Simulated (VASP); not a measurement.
# Al2Cu (Fmmm) in VASP: notebook

The runs below take Al2Cu through single point, with PBE.

Program: VASP 6.6.1. These are calculated values, not measurements. Logs are shortened: lines on timing, memory, paths and dates and some standing lists are left out, and cuts for length are marked.

## (1) The cell of the first run

The structure is orthorhombic, space group Fmmm (No. 69). Conventional cell: a = 5.571 Å, b = 5.725 Å, c = 6.053 Å, α = 90.00°, β = 90.00°, γ = 90.00°. Within 3.3 Å of Al (site symmetry 222) lie 4 Cu at 2.51 Å and 6 Al at 2.79 to 3.03 Å. Cu (site symmetry mmm) has 8 Al at 2.51 Å within 3.3 Å.

## (2) Single point, PBE

File INCAR:

```
SYSTEM = Al2Cu
PREC     = Accurate       ! precision mode
ENCUT    = 520            ! plane-wave cutoff, eV
EDIFF    = 1E-6           ! SCF threshold, eV
ISMEAR   = 0              ! smearing method
SIGMA    = 0.15           ! smearing width, eV
LREAL    = .False.        ! projectors in reciprocal space
LASPH    = .True.         ! aspherical terms in the spheres
NELM     = 100            ! most SCF steps
ALGO     = Fast           ! electronic algorithm
ISIF     = 2              ! what is computed and relaxed
LWAVE    = .False.        ! write WAVECAR
LCHARG   = .False.        ! write CHGCAR
GGA      = PE             ! functional
NBANDS   = 16             ! bands
```

File KPOINTS:

```
regular mesh
0
Gamma
  14 14 14
  0 0 0
```

File POSCAR:

```
Al2Cu
1.0
   -2.0240522474      2.0240522474      3.0264298293
    2.0240522474     -2.0240522474      3.0264298293
    1.9696658745      1.9696658745     -3.0264298293
Al Cu
2 1
Direct
    0.7500000000      0.2500000000      0.5000000000
    0.2500000000      0.7500000000      0.5000000000
    0.5000000000      0.5000000000      0.0000000000
```

Potentials or basis: VASP PAW PBE potentials, release 64 (Al, Cu).

Run with:

```
> cat potpaw_PBE.64/Al/POTCAR potpaw_PBE.64/Cu/POTCAR > POTCAR
> mpirun -np 1 vasp_std > vasp.out
```

OUTCAR:

```text
SYSTEM = Al2Cu
   PREC = Accurate
   ENCUT = 520
   EDIFF = 1E-6
   ISMEAR = 0
   LREAL = .False.
   LASPH = .True.
   NELM = 100
   ISIF = 2
   GGA = PE

 ion  position               nearest neighbor table
   1  0.750  0.250  0.500-   3 2.51   3 2.51   3 2.51   3 2.51   2 2.79   2 2.79   2 2.86   2 2.86
                             2 3.03   2 3.03
   2  0.250  0.750  0.500-   3 2.51   3 2.51   3 2.51   3 2.51   1 2.79   1 2.79   1 2.86   1 2.86
                             1 3.03   1 3.03
   3  0.500  0.500  0.000-   2 2.51   1 2.51   1 2.51   2 2.51   1 2.51   2 2.51   2 2.51   1 2.51

  LATTYP: Found a face centered orthorhombic cell.
 ALAT       =     5.5710563861
 B/A-ratio  =     1.0276119791
 C/A-ratio  =     1.0864832877

  Lattice vectors:

 A1 = (   2.0240522474,  -2.0240522474,  -3.0264298293)
 A2 = (   1.9696658745,   1.9696658745,  -3.0264298293)
 A3 = (   3.9937181219,  -0.0543863729,   0.0000000000)

Analysis of symmetry for initial positions (statically):
=====================================================================
 Subroutine PRICEL returns:
 Original cell was already a primitive cell.

 Routine SETGRP: Setting up the symmetry group for a
 face centered orthorhombic supercell.

 Subroutine GETGRP returns: Found  8 space group operations
 (whereof  8 operations were pure point group operations)
 out of a pool of  8 trial point group operations.

The static configuration has the point symmetry D_2h.

Analysis of symmetry for dynamics (positions and initial velocities):
=====================================================================
 Subroutine PRICEL returns:
 Original cell was already a primitive cell.

 Routine SETGRP: Setting up the symmetry group for a
 face centered orthorhombic supercell.

 Subroutine GETGRP returns: Found  8 space group operations
 (whereof  8 operations were pure point group operations)
 out of a pool of  8 trial point group operations.

The dynamic configuration has the point symmetry D_2h.

 Subroutine INISYM returns: Found  8 space group operations
 (whereof  8 operations are pure point group operations),
 and found     1 'primitive' translations

----------------------------------------------------------------------------------------

                                     Primitive cell

  volume of cell :      48.2620

  direct lattice vectors                    reciprocal lattice vectors
    -2.024052247  2.024052247  3.026429829     0.003410482  0.250439679  0.165211166
     2.024052247 -2.024052247  3.026429829     0.250439679  0.003410482  0.165211166
     1.969665874  1.969665874 -3.026429829     0.253850161  0.253850161  0.000000000

  length of vectors
     4.165675517  4.165675517  4.113203718     0.300043986  0.300043986  0.358998341

  position of ions in fractional coordinates (direct lattice)
     0.750000000  0.250000000  0.500000000
     0.250000000  0.750000000  0.500000000
     0.500000000  0.500000000  0.000000000

  ion indices of the primitive-cell ions
   primitive index   ion index
                 1           1
                 2           2
                 3           3

----------------------------------------------------------------------------------------

 KPOINTS: regular mesh

Automatic generation of k-mesh.
 Grid dimensions read from file:
 generate k-points for:   14   14   14

 Generating k-lattice:

  Cartesian coordinates                     Fractional coordinates (reciprocal lattice)
     0.000243606  0.017888548  0.011800798     0.071428571  0.000000000  0.000000000
     0.017888548  0.000243606  0.011800798     0.000000000  0.071428571  0.000000000
     0.018132154  0.018132154  0.000000000     0.000000000  0.000000000  0.071428571

  Length of vectors
     0.021431713  0.021431713  0.025642739

  Shift w.r.t. Gamma in fractional coordinates (k-lattice)
     0.000000000  0.000000000  0.000000000

 Subroutine IBZKPT returns following result:
 ===========================================

 Found    428 irreducible k-points:

 Following reciprocal coordinates:
            Coordinates               Weight
  0.000000  0.000000  0.000000      1.000000
  0.071429  0.000000  0.000000      8.000000
  0.142857  0.000000  0.000000      8.000000
  0.214286  0.000000  0.000000      8.000000
  0.285714 -0.000000  0.000000      8.000000
  0.357143  0.000000  0.000000      8.000000
[... 16 lines left out ...]
  0.214286  0.142857 -0.000000      8.000000
  0.285714  0.142857 -0.000000      8.000000
 [... further k-points ...]
   k-points           NKPTS =    428   k-points in BZ     NKDIM =    428   number of bands    NBANDS=     16
   number of dos      NEDOS =    301   number of ions     NIONS =      3
   total plane-waves  NPLWV =  32768
   dimension x,y,z NGX =    32 NGY =   32 NGZ =   32
   dimension x,y,z NGXF=    64 NGYF=   64 NGZF=   64
   ions per type =               2   1
   NGX,Y,Z   is equivalent  to a cutoff of  12.77, 12.77, 12.93 a.u.
   NGXF,Y,Z  is equivalent  to a cutoff of  25.54, 25.54, 25.87 a.u.
 SYSTEM =  Al2Cu
   PREC   = accura    normal or accurate (medium, high low for compatibility)
   ISTART =      0    job   : 0-new  1-cont  2-samecut
   ICHARG =      2    charge: 1-file 2-atom 10-const
   ISPIN  =      1    spin polarized calculation?
   LNONCOLLINEAR =      F non collinear calculations
   LSORBIT =      F    spin-orbit coupling
   LASPH  =      T    aspherical Exc in radial PAW
   ENCUT  =  520.0 eV  38.22 Ry    6.18 a.u.   7.75  7.75  7.65*2*pi/ulx,y,z
   NELM   =    100;   NELMIN=  2; NELMDL= -5     # of ELM steps
   EDIFF  = 0.1E-05   stopping-criterion for ELM
   LREAL  =      F    real-space projection
   EDIFFG = 0.1E-04   stopping-criterion for IOM
   NSW    =      0    number of steps for IOM
   IBRION =     -1    ionic relax: 0-MD 1-quasi-New 2-CG
   NFREE  =      0    steps in history (QN), initial steepest desc. (CG)
   ISIF   =      2    stress and relaxation
   ISYM   =      2    0-nonsym 1-usesym 2-fastsym
   POTIM  = 0.5000    time-step for ionic-motion
   TEBEG  =    0.0;   TEEND  =   0.0 temperature during run
   PSTRESS=    0.0 pullay stress
   NELECT =      17.0000    total number of electrons
   NUPDOWN=      -1.0000    fix difference up-down
   EMIN   =  10.00;   EMAX   =-10.00  energy-range for DOS
   EFERMI =   0.00;   METHOD = LEGACY
   ISMEAR =     0;   SIGMA  =   0.15  broadening in eV -4-tet -1-fermi 0-gaus
   EFERMI_NEDOS =   21; number of points for ismear=-14 and -15
   IALGO  =     68    algorithm
   IMIX   =      4    mixing-type and parameters
     AMIX     =   0.40;   BMIX     =  1.00
     AMIX_MAG =   1.60;   BMIX_MAG =  1.00
  volume/ion in A,a.u.               =      16.09       108.56
  Fermi-wavevector in a.u.,A,eV,Ry     =   1.156173  2.184850 18.187399  1.336736
  Thomas-Fermi vector in A             =   2.292795
   LORBIT       =      0    0 simple, 1 ext, 2 COOP (PROOUT), +10 PAW based schemes
   GGA     = PE    functional components
   LHFCALC =     F    Hartree Fock is set to
   AEXX    =    0.0000 exact exchange contribution
   IVDW    =     0    specifies the selected vdW correction
   LEPSILON=     F    determine dielectric tensor
   LRPA    =     F    only Hartree local field effects (RPA)
 non-spin polarized calculation
 RMM-DIIS sequential band-by-band and
 Gauss-broadening in eV      SIGMA  =   0.15
  energy-cutoff  :      520.00
  volume of cell :       48.26
 maximum number of plane-waves:      1325
   NGX = 15   NGY = 15   NGZ = 15

 number of electron      17.0000007 magnetization

 Free energy of the ion-electron system (eV)
  ---------------------------------------------------
  ext. energy  EPLUGINS =         0.00000000
  ---------------------------------------------------
  free energy    TOTEN  =       -11.70542680 eV

  energy without entropy =      -11.69505907  energy(sigma->0) =      -11.70024294

 E-fermi :   6.9181     XC(G=0): -10.4132

 val. band max:        6.9118158867   @ k =  -0.0714  -0.2143   0.1429
 cond. band min:       6.9260500970   @ k =   0.4286   0.0000   0.0714
 fundamental gap:      0.0142342103
 Fermi energy:         6.9180798284

 k-point     1 :       0.0000    0.0000    0.0000
  band No.  band energies     occupation
      1      -3.2228      2.00000
      2       2.3930      2.00000
      3       2.4207      2.00000
      4       2.4697      2.00000
      5       2.9117      2.00000
      6       3.0289      2.00000
[... 8 lines left out ...]
     15      13.6680      0.00000
     16      14.1092      0.00000

 k-point     2 :       0.0714    0.0000    0.0000
  band No.  band energies     occupation
      1      -3.1549      2.00000
      2       2.3836      2.00000
      3       2.4240      2.00000
      4       2.4736      2.00000
      5       2.9101      2.00000
      6       3.0252      2.00000
[... 8 lines left out ...]
     15      13.4226      0.00000
     16      13.9044      0.00000

 k-point     3 :       0.1429    0.0000    0.0000
  band No.  band energies     occupation
      1      -2.9520      2.00000
      2       2.3222      2.00000
      3       2.4508      2.00000
      4       2.4935      2.00000
      5       2.9086      2.00000
      6       3.0161      2.00000
[... 8 lines left out ...]
     15      12.9646      0.00000
     16      13.6236      0.00000

 k-point     4 :       0.2143    0.0000    0.0000
  band No.  band energies     occupation
      1      -2.6167      2.00000
      2       2.1974      2.00000
      3       2.4928      2.00000
      4       2.5214      2.00000
      5       2.9162      2.00000
      6       3.0074      2.00000
[... 8 lines left out ...]
     15      13.1227      0.00000
     16      14.0744      0.00000
[... 324 lines left out ...]
 k-point    22 :       0.1429    0.1429    0.0000
  band No.  band energies     occupation
      1      -2.5109      2.00000
      2       2.2066      2.00000
      3       2.4805      2.00000
      4       2.5450      2.00000
      5       2.8863      2.00000
      6       3.0233      2.00000
[... 8 lines left out ...]
     15      14.4466      0.00000
     16      15.5571      0.00000

 k-point    23 :       0.2143    0.1429   -0.0000
  band No.  band energies     occupation
      1      -2.0953      2.00000
      2       2.0706      2.00000
      3       2.4888      2.00000
      4       2.5903      2.00000
      5       2.8866      2.00000
      6       3.0305      2.00000
[... 8 lines left out ...]
     15      14.5001      0.00000
     16      16.6198      0.00000

 k-point    24 :       0.2857    0.1429   -0.0000
  band No.  band energies     occupation
      1      -1.5601      2.00000
      2       1.8093      2.00000
      3       2.4928      2.00000
      4       2.6224      2.00000
      5       2.9081      2.00000
      6       3.0356      2.00000
[... 8 lines left out ...]
     15      14.2886      0.00000
     16      17.4917      0.00000

 [... further k-points ...]
[... 5 lines left out ...]
  --------------------------------------------------------------------------------------
  -------------------------------------------------------------------------------------
  Total        0.7595514      0.7595514     -0.9465840      0.4585172      0.0000000      0.0000000
  in kB       25.2152276     25.2152276    -31.4242472     15.2216376      0.0000000      0.0000000
  external PRESSURE =       6.3354027 kB  Pullay stress =       0.0000000 kB

 VOLUME and BASIS-vectors are now :
 -----------------------------------------------------------------------------
  energy-cutoff  :      520.00
  volume of cell :       48.26
      direct lattice vectors                 reciprocal lattice vectors
    -2.024052247  2.024052247  3.026429829     0.003410482  0.250439679  0.165211166
     2.024052247 -2.024052247  3.026429829     0.250439679  0.003410482  0.165211166
     1.969665874  1.969665874 -3.026429829     0.253850161  0.253850161  0.000000000

 POSITION                                       TOTAL-FORCE (eV/Angst)
 -----------------------------------------------------------------------------------
     -0.02719      1.99686      1.51321         0.000000     -0.000000     -0.000000
      1.99686     -0.02719      1.51321        -0.000000      0.000000      0.000000
      0.00000      0.00000      3.02643        -0.000000     -0.000000      0.000000
 -----------------------------------------------------------------------------------
    total drift:                               -0.000000      0.000000     -0.000000

  FREE ENERGIE OF THE ION-ELECTRON SYSTEM (eV)
  ---------------------------------------------------
  free  energy   TOTEN  =       -11.7054267979 eV

  energy  without entropy=      -11.6950590747  energy(sigma->0) =      -11.70024294
```

Run time: 4 min. Hardware: 1 thread of AMD EPYC 9R45 (Zen 5), shared host; peak memory 0.41 GiB.

What came out:

* Free energy: -11.7054 eV
* Pressure: 0.6 GPa

Levels at points of the mesh, in eV from the Fermi level:
| k point | band 6 | band 7 | band 8 | band 9 | band 10 | band 11 | band 12 | band 13 |
| --- | --- | --- | --- | --- | --- | --- | --- | --- |
| (0.00, 0.00, 0.00) | -3.89 | 2.46 | 2.55 | 2.77 | 3.03 | 3.21 | 3.37 | 4.09 |
| (0.50, 0.00, 0.00) | -3.88 | -3.82 | 0.27 | 0.93 | 2.42 | 3.01 | 4.04 | 4.43 |
| (0.50, 0.50, 0.00) | -3.83 | -3.61 | -2.30 | -1.69 | 0.17 | 1.53 | 8.76 | 9.14 |
| (0.00, 0.00, 0.50) | -3.82 | -3.55 | -2.38 | -1.98 | -0.15 | 1.35 | 8.91 | 9.45 |
| (0.50, 0.50, 0.50) | -3.82 | -3.76 | -1.76 | -1.55 | 0.82 | 1.82 | 8.92 | 10.27 |

Caveat: the cell differs from its parent crystal (strain +e along x and -e along y -0.0133, strain +e along z and -e/2 along x and y +0.0467).

## (3) Single point, PBE

This run uses another cell than the first one, of the same volume but with other edges.

File INCAR:

```
ALGO = Fast
EDIFF = 1E-6
ENCUT = 520
GGA = PE
ISIF = 2
ISMEAR = 0
LASPH = T
LCHARG = F
LREAL = F
LWAVE = F
NBANDS = 16
NELM = 80
PREC = Accurate
SIGMA = 0.15
```

File KPOINTS:

```
k-points
0
Gamma
  14 14 14
```

File POSCAR:

```
Al2Cu
1.0
   -2.1469327363      2.1469327363      2.7563729399
    2.1469327363     -2.1469327363      2.7563729399
    2.0377510706      2.0377510706     -2.7563729399
Al Cu
2 1
Direct
    0.7500000000      0.2500000000      0.5000000000
    0.2500000000      0.7500000000      0.5000000000
    0.5000000000      0.5000000000      0.0000000000
```

Potentials or basis: VASP PAW PBE potentials, release 64 (Al, Cu).

Run with:

```
> cat potpaw_PBE.64/Al/POTCAR potpaw_PBE.64/Cu/POTCAR > POTCAR
> mpirun -np 1 vasp_std > vasp.out
```

It took 3.7 min on 1 thread of AMD EPYC 9R45 (Zen 5), shared host; peak memory 0.39 GiB.

Results (log left out):

```yaml
Free_energy: -11.6887 eV
Pressure: 0.9 GPa
```

Stress tensor (GPa, compression positive):
```
-1.42  1.78  0.00
 1.78 -1.42  0.00
 0.00  0.00  5.46
```

Levels at points of the mesh, in eV from the Fermi level:
```tsv
k point	band 6	band 7	band 8	band 9	band 10	band 11	band 12	band 13
(0.00, 0.00, 0.00)	-3.87	2.36	2.53	2.86	2.99	3.29	3.43	4.11
(0.50, 0.00, 0.00)	-3.87	-3.81	0.24	0.95	2.38	2.96	4.17	4.48
(0.50, 0.50, 0.00)	-3.83	-3.74	-1.79	-1.45	0.87	1.85	8.89	10.01
(0.00, 0.00, 0.50)	-3.83	-3.60	-2.29	-1.58	0.27	1.58	8.69	8.97
(0.50, 0.50, 0.50)	-3.82	-3.52	-2.43	-2.05	-0.26	1.29	8.96	9.48
```

Caveat: the cell differs from its parent crystal (strain +e along x and -e along y -0.0267, strain +e along z and -e/2 along x and y -0.0467).

(Part 1 of 2 ends here.)
